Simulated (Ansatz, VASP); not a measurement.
## Two plane-wave programs on Li

```
Li
1.0
     0.00000    2.09767    2.09767
     2.09767    0.00000    2.09767
     2.09767    2.09767    0.00000
Li
1
Direct
  0.00000 0.00000 0.00000
```

Alike in both runs: task single point; functional r2SCAN; k mesh 14 × 14 × 14; occupations fermi-dirac, width 0.1 eV; no spin polarisation.

|  | VASP | Ansatz |
| --- | --- | --- |
| version | VASP 6.6.1 | Ansatz 0.2.0 |
| potentials or method | VASP PAW PBE potentials, release 64 (Li_sv), cutoff 830 eV | plane waves (500 eV) with PAW, scalar-relativistic |
| valence electrons in the cell | 3 | 3 |

Ansatz gave:

| Quantity | Value |
| --- | --- |
| pressure (GPa) | 2.0 |

What did VASP give for the same quantities?

Pressure (GPa): 1.9.

VASP's potentials were made for PBE, not for r2SCAN. With one functional, cell and mesh, what is left measures potentials, basis and numerics.
